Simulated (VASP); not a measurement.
Runs of VASP 6.6.1 on TiB6. The structure is that of space group Pm-3m (No. 221), or close to it. The cells are those of the table. 

| task | spin | cell | k mesh | cutoff (eV) | gap on the mesh (eV) | pressure (GPa) | moment (μB) | largest force (eV/Å) |
| --- | --- | --- | --- | --- | --- | --- | --- | --- |
| relaxation of cell and atoms | off | relaxed from a = 3.938 Å, 7 atoms | 4 × 4 × 4 | 600 | none | 0.1 | - | 0.01 |
| single point | collinear, ferromagnetic start | a = 4.078 Å, 7 atoms | 10 × 10 × 10 | 520 | none | 0.1 | (c) | 0.02 |
| single point | off | a = 4.050 Å, 7 atoms | 4 × 4 × 4 | 520 | none | 0.3 | - | (b) |
| single point | off | a = 3.938 Å, 7 atoms | 4 × 4 × 4 | 520 | none | 17.9 | - | 1.72 |
| single point | collinear, ferromagnetic start | a = 4.050 Å, 7 atoms | 4 × 4 × 4 | 520 | none | 3.1 | 1.72 | (a) |

Alike in all rows: level PBE; potentials or basis VASP PAW PBE potentials, release 64 (Ti_sv, B); smearing gaussian 0.1 eV.

Q: Estimate the missing entries.

A: (a) 0.14; (b) 0.03; (c) 1.79.

Caveats: some runs use coarse meshes; forces of over 1 eV/Å act on the atoms, so gaps and moduli don't describe the material at rest (some runs).

A gap of «none» marks levels without a gap at the run's occupations.
